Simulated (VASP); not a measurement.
# SrTiO3 (P1) in VASP: single point with PBE

Aim: the single point of SrTiO3 with PBE.

All numbers are computed with VASP 6.6.1; they aren't measurements. Logs are shortened: lines on timing, memory, paths and dates and some standing lists are left out, and cuts for length are marked.

## Step 1: The cell of the first run

The typed cell holds 20 atoms: a = 3.907 Å, b = 7.814 Å, c = 7.814 Å, α = 90.00°, β = 90.00°, γ = 90.00°.

## Step 2: Single point, PBE

Contents of INCAR:

```
ALGO = Normal
EDIFF = 1E-6
ENCUT = 520
GGA = PE
ISIF = 2
ISMEAR = -1
LASPH = T
LCHARG = T
LELF = T
LREAL = Auto
LVHAR = T
LWAVE = F
NBANDS = 96
NELM = 60
PREC = Accurate
SIGMA = 0.02
```

Contents of KPOINTS:

```
k-points
0
Gamma
  4 2 2
```

Contents of POSCAR:

```
SrTiO3
1.0
    3.9068515030      0.0000000000      0.0000000000
    0.0000000000      7.8137030060      0.0000000000
    0.0000000000      0.0000000000      7.8137030060
Sr Ti O
4 4 12
Direct
   -0.0069431869      0.0093407697      0.0043646399
    0.0216125440      0.0023222024      0.4955375188
    0.0025222356      0.4964963471     -0.0031664884
    0.0248389272      0.4875646025      0.4982725856
    0.4810285209      0.2505666006      0.2611448117
    0.4801075747      0.2559248795      0.7631056614
    0.4982336796      0.7507322707      0.2448054397
    0.4867410493      0.7534155055      0.7416336397
    0.5092463838     -0.0058074897      0.2478604573
    0.4953144491      0.2572654730      0.0044103289
    0.0049861122      0.2364919678      0.2474712692
    0.5076366477      0.0051595255      0.7564922797
    0.4917246019      0.2515744454      0.5018402922
    0.0107721013      0.2566913534      0.7547310149
    0.5194830155      0.4942389027      0.2534401421
    0.4975602473      0.7569605596     -0.0014441296
    0.0042530411      0.7331962829      0.2483475503
    0.5239868980      0.4982166582      0.7499015506
    0.5045784306      0.7672106292      0.4916407748
   -0.0052704844      0.7475515764      0.7432926483
```

Potentials or basis: VASP PAW PBE potentials, release 64 (Sr_sv, Ti_sv, O).

Launch:

```console
> cat potpaw_PBE.64/Sr_sv/POTCAR potpaw_PBE.64/Ti_sv/POTCAR potpaw_PBE.64/O/POTCAR > POTCAR
> mpirun -np 1 vasp_std > vasp.out
```

OUTCAR:

```text
EDIFF = 1E-6
   ENCUT = 520
   GGA = PE
   ISIF = 2
   ISMEAR = -1
   LASPH = T
   LREAL = Auto
   NELM = 60
   PREC = Accurate

 ion  position               nearest neighbor table
   1  0.993  0.009  0.004-  11 2.60   9 2.68  12 2.71  10 2.74  14 2.75  10 2.76  16 2.76   9 2.78
                            16 2.79  12 2.79  17 2.88  20 2.89   6 3.30   5 3.35   6 3.36   7 3.37
   2  0.022  0.002  0.496-  19 2.63  11 2.67  13 2.68   9 2.72  19 2.73  20 2.78   9 2.79  12 2.79
                            14 2.84  13 2.84  17 2.86  12 2.86   5 3.22   8 3.28   7 3.34   6 3.39
   3  0.003  0.496  0.997-  14 2.66  10 2.68  18 2.69  17 2.70  10 2.72  15 2.75  20 2.79  18 2.81
                            16 2.81  11 2.82  16 2.83  15 2.85   6 3.22   6 3.32   7 3.38   5 3.38
   4  0.025  0.488  0.498-  13 2.59  14 2.70  15 2.72  17 2.74  15 2.75  18 2.77  11 2.77  18 2.78
                            13 2.78  20 2.79  19 2.88  19 2.98   5 3.17   6 3.27   8 3.34   5 3.37
   5  0.481  0.251  0.261-  11 1.87  13 1.88  15 1.91  10 2.01   9 2.01  11 2.05   4 3.17   2 3.22
                             1 3.35   4 3.37   3 3.38   2 3.40   1 3.40   3 3.48
   6  0.480  0.256  0.763-  14 1.83  10 1.89  18 1.90  12 1.96  13 2.04  14 2.07   3 3.22   4 3.27
                             1 3.30   3 3.32   1 3.36   2 3.39   4 3.48   2 3.57
   7  0.498  0.751  0.245-   9 1.90  16 1.92  19 1.93  17 1.93  17 1.98  15 2.01   2 3.34   1 3.37
                             3 3.38   1 3.39   4 3.40   3 3.40   2 3.45   4 3.52
   8  0.487  0.753  0.742-  20 1.92  19 1.96  12 1.97  20 1.99  18 2.00  16 2.01   2 3.28   4 3.34
                             3 3.40   2 3.44   1 3.45   3 3.47   1 3.48   4 3.51
   9  0.509  0.994  0.248-   7 1.90   5 2.01   1 2.68   2 2.72   1 2.78   2 2.79
  10  0.495  0.257  0.004-   6 1.89   5 2.01   3 2.68   3 2.72   1 2.74   1 2.76
  11  0.005  0.236  0.247-   5 1.87   5 2.05   1 2.60   2 2.67   4 2.77   3 2.82
  12  0.508  0.005  0.756-   6 1.96   8 1.97   1 2.71   2 2.79   1 2.79   2 2.86
  13  0.492  0.252  0.502-   5 1.88   6 2.04   4 2.59   2 2.68   4 2.78   2 2.84
  14  0.011  0.257  0.755-   6 1.83   6 2.07   3 2.66   4 2.70   1 2.75   2 2.84
  15  0.519  0.494  0.253-   5 1.91   7 2.01   4 2.72   4 2.75   3 2.75   3 2.85
  16  0.498  0.757  0.999-   7 1.92   8 2.01   1 2.76   1 2.79   3 2.81   3 2.83
  17  0.004  0.733  0.248-   7 1.93   7 1.98   3 2.70   4 2.74   2 2.86   1 2.88
  18  0.524  0.498  0.750-   6 1.90   8 2.00   3 2.69   4 2.77   4 2.78   3 2.81
  19  0.505  0.767  0.492-   7 1.93   8 1.96   2 2.63   2 2.73   4 2.88   4 2.98
  20  0.995  0.748  0.743-   8 1.92   8 1.99   2 2.78   3 2.79   4 2.79   1 2.89

  LATTYP: Found a simple tetragonal cell.
 ALAT       =     7.8137030060
 C/A-ratio  =     0.5000000000

  Lattice vectors:

 A1 = (   0.0000000000,   7.8137030060,   0.0000000000)
 A2 = (   0.0000000000,   0.0000000000,   7.8137030060)
 A3 = (   3.9068515030,   0.0000000000,   0.0000000000)

Analysis of symmetry for initial positions (statically):
=====================================================================
 Subroutine PRICEL returns:
 Original cell was already a primitive cell.

 Routine SETGRP: Setting up the symmetry group for a
 simple tetragonal supercell.

 Subroutine GETGRP returns: Found  1 space group operations
 (whereof  1 operations were pure point group operations)
 out of a pool of 16 trial point group operations.

The static configuration has the point symmetry C_1 .

Analysis of symmetry for dynamics (positions and initial velocities):
=====================================================================
 Subroutine PRICEL returns:
 Original cell was already a primitive cell.

 Routine SETGRP: Setting up the symmetry group for a
 simple tetragonal supercell.

 Subroutine GETGRP returns: Found  1 space group operations
 (whereof  1 operations were pure point group operations)
 out of a pool of 16 trial point group operations.

The dynamic configuration has the point symmetry C_1 .

 Subroutine INISYM returns: Found  1 space group operations
 (whereof  1 operations are pure point group operations),
 and found     1 'primitive' translations

----------------------------------------------------------------------------------------

                                     Primitive cell

  volume of cell :     238.5287

  direct lattice vectors                    reciprocal lattice vectors
     3.906851503  0.000000000  0.000000000     0.255960586  0.000000000  0.000000000
     0.000000000  7.813703006  0.000000000     0.000000000  0.127980293  0.000000000
     0.000000000  0.000000000  7.813703006     0.000000000  0.000000000  0.127980293

  length of vectors
     3.906851503  7.813703006  7.813703006     0.255960586  0.127980293  0.127980293

  position of ions in fractional coordinates (direct lattice)
     0.993056813  0.009340770  0.004364640
     0.021612544  0.002322202  0.495537519
[... 61 lines left out ...]
     0.000000000  0.000000000  0.000000000

 Subroutine IBZKPT returns following result:
 ===========================================

 Found     12 irreducible k-points:

 Following reciprocal coordinates:
            Coordinates               Weight
  0.000000  0.000000  0.000000      1.000000
  0.250000  0.000000  0.000000      2.000000
  0.500000  0.000000  0.000000      1.000000
  0.000000  0.500000  0.000000      1.000000
  0.000000  0.000000  0.500000      1.000000
  0.250000  0.500000  0.000000      2.000000
  0.250000  0.000000  0.500000      2.000000
  0.500000  0.500000  0.000000      1.000000
  0.500000  0.000000  0.500000      1.000000
  0.000000  0.500000  0.500000      1.000000
  0.250000  0.500000  0.500000      2.000000
  0.500000  0.500000  0.500000      1.000000
   k-points           NKPTS =     12   k-points in BZ     NKDIM =     12   number of bands    NBANDS=     96
   number of dos      NEDOS =    301   number of ions     NIONS =     20
   total plane-waves  NPLWV = 108000
   dimension x,y,z NGX =    30 NGY =   60 NGZ =   60
   dimension x,y,z NGXF=    60 NGYF=  120 NGZF=  120
   ions per type =               4   4  12
   NGX,Y,Z   is equivalent  to a cutoff of  12.77, 12.77, 12.77 a.u.
   NGXF,Y,Z  is equivalent  to a cutoff of  25.53, 25.53, 25.53 a.u.
 SYSTEM =  unknown system
   PREC   = accura    normal or accurate (medium, high low for compatibility)
   ISTART =      0    job   : 0-new  1-cont  2-samecut
   ICHARG =      2    charge: 1-file 2-atom 10-const
   ISPIN  =      1    spin polarized calculation?
   LNONCOLLINEAR =      F non collinear calculations
   LSORBIT =      F    spin-orbit coupling
   LASPH  =      T    aspherical Exc in radial PAW
   ENCUT  =  520.0 eV  38.22 Ry    6.18 a.u.   7.26 14.53 14.53*2*pi/ulx,y,z
   NELM   =     60;   NELMIN=  2; NELMDL= -5     # of ELM steps
   EDIFF  = 0.1E-05   stopping-criterion for ELM
   LREAL  =      T    real-space projection
   EDIFFG = 0.1E-04   stopping-criterion for IOM
   NSW    =      0    number of steps for IOM
   IBRION =     -1    ionic relax: 0-MD 1-quasi-New 2-CG
   NFREE  =      0    steps in history (QN), initial steepest desc. (CG)
   ISIF   =      2    stress and relaxation
   ISYM   =      2    0-nonsym 1-usesym 2-fastsym
   POTIM  = 0.5000    time-step for ionic-motion
   TEBEG  =    0.0;   TEEND  =   0.0 temperature during run
   PSTRESS=    0.0 pullay stress
   NELECT =     160.0000    total number of electrons
   NUPDOWN=      -1.0000    fix difference up-down
   EMIN   =  10.00;   EMAX   =-10.00  energy-range for DOS
   EFERMI =   0.00;   METHOD = LEGACY
   ISMEAR =    -1;   SIGMA  =   0.02  broadening in eV -4-tet -1-fermi 0-gaus
   EFERMI_NEDOS =   21; number of points for ismear=-14 and -15
   IALGO  =     38    algorithm
   IMIX   =      4    mixing-type and parameters
     AMIX     =   0.40;   BMIX     =  1.00
     AMIX_MAG =   1.60;   BMIX_MAG =  1.00
  volume/ion in A,a.u.               =      11.93        80.48
  Fermi-wavevector in a.u.,A,eV,Ry     =   1.433072  2.708113 27.942211  2.053695
  Thomas-Fermi vector in A             =   2.552630
   LORBIT       =      0    0 simple, 1 ext, 2 COOP (PROOUT), +10 PAW based schemes
   GGA     = PE    functional components
   LHFCALC =     F    Hartree Fock is set to
   AEXX    =    0.0000 exact exchange contribution
   IVDW    =     0    specifies the selected vdW correction
   LEPSILON=     F    determine dielectric tensor
   LRPA    =     F    only Hartree local field effects (RPA)
 non-spin polarized calculation
  energy-cutoff  :      520.00
  volume of cell :      238.53
 maximum number of plane-waves:      6518
 NGX is ok and might be reduce to    30
   NGX = 15   NGY = 29   NGZ = 29

 number of electron     159.9999994 magnetization

 Free energy of the ion-electron system (eV)
  ---------------------------------------------------
  ext. energy  EPLUGINS =         0.00000000
  ---------------------------------------------------
  free energy    TOTEN  =      -159.86176828 eV

  energy without entropy =     -159.86176828  energy(sigma->0) =     -159.86176828

 E-fermi :   4.8721     XC(G=0): -11.2566

 val. band max:        4.2583785693   @ k =   0.5000   0.0000   0.0000
 cond. band min:       6.0870254560   @ k =   0.0000   0.0000   0.0000
 fundamental gap:      1.8286468868
 Fermi energy:         4.8720925806

 k-point     1 :       0.0000    0.0000    0.0000
  band No.  band energies     occupation
      1     -52.4136      2.00000
      2     -52.2919      2.00000
      3     -52.2299      2.00000
      4     -52.1434      2.00000
      5     -28.7637      2.00000
      6     -28.7375      2.00000
[... 1129 lines left out ...]
     91       8.2306      0.00000
     92       8.3183      0.00000
 [bands above 92 left out]

------------------------ aborting loop because EDIFF is reached ----------------------------------------

  FORCE on cell =-STRESS in cart. coord.  units (eV):
  Direction    XX          YY          ZZ          XY          YZ          ZX
  --------------------------------------------------------------------------------------
  -------------------------------------------------------------------------------------
  Total        8.7170030      8.1922752      8.7919121     -0.2749602      0.0259764     -0.2198449
  in kB       58.5513720     55.0268194     59.0545299     -1.8468844      0.1744812     -1.4766793
  external PRESSURE =      57.5442404 kB  Pullay stress =       0.0000000 kB

 VOLUME and BASIS-vectors are now :
 -----------------------------------------------------------------------------
  energy-cutoff  :      520.00
  volume of cell :      238.53
      direct lattice vectors                 reciprocal lattice vectors
     3.906851503  0.000000000  0.000000000     0.255960586  0.000000000  0.000000000
     0.000000000  7.813703006  0.000000000     0.000000000  0.127980293  0.000000000
     0.000000000  0.000000000  7.813703006     0.000000000  0.000000000  0.127980293

 POSITION                                       TOTAL-FORCE (eV/Angst)
 -----------------------------------------------------------------------------------
      3.87973      0.07299      0.03410        -0.043824     -0.563795     -0.189041
      0.08444      0.01814      3.87198        -0.487444     -0.343180      0.272272
      0.00985      3.87947      7.78896        -0.217163      0.530463      0.306943
      0.09704      3.80969      3.89335        -0.581949      0.713655      0.027641
      1.87931      1.95785      2.04051         0.586048      0.023333     -0.544089
      1.87571      1.99972      5.96268         0.566338     -0.675565     -0.242449
[... 12 lines left out ...]
      1.97131      5.99476      3.84153        -0.170711     -0.487868      1.246278
      3.88626      5.84115      5.80787         0.724754     -0.027992     -0.074037
 -----------------------------------------------------------------------------------
    total drift:                               -0.002536     -0.003654      0.009653

  FREE ENERGIE OF THE ION-ELECTRON SYSTEM (eV)
  ---------------------------------------------------
  free  energy   TOTEN  =      -159.8617682771 eV

  energy  without entropy=     -159.8617682771  energy(sigma->0) =     -159.86176828
```

Run time: 9.2 min. Hardware: 1 thread of Intel Xeon Platinum 8488C (Sapphire Rapids), shared host; peak memory 0.41 GiB.

Results:

| Quantity | Value |
| --- | --- |
| Free energy | -159.8618 eV |
| Pressure | 5.8 GPa |
| Largest force | 1.349 eV/Å |
| Band gap on the k mesh | 1.83 eV |

Forces in eV/Å, atoms in the order of the input:
```
Sr  -0.044 -0.564 -0.189
Sr  -0.487 -0.343  0.272
Sr  -0.217  0.530  0.307
Sr  -0.582  0.714  0.028
Ti   0.586  0.023 -0.544
Ti   0.566 -0.676 -0.242
Ti   0.039 -0.219 -0.233
Ti   0.180  0.353  0.390
O   -0.015  0.739 -0.073
O    0.222 -0.127 -0.179
O   -0.172  0.228  0.250
O   -0.013 -0.299 -0.203
O    0.279 -0.188  0.019
O   -0.508 -0.165 -0.135
O   -0.257 -0.149  0.088
O    0.016 -0.370 -0.463
O    0.220  0.222 -0.042
O   -0.367  0.806 -0.225
O   -0.171 -0.488  1.246
O    0.725 -0.028 -0.074
```

Stress tensor (GPa, compression positive):
```
 5.86 -0.18 -0.15
-0.18  5.50  0.02
-0.15  0.02  5.91
```

Caveat: the cell stands under pressure; the atoms stand as in a frame of molecular dynamics; forces of over 1 eV/Å act on the atoms, so gaps and moduli don't describe the material at rest. A k mesh can miss the band edges.
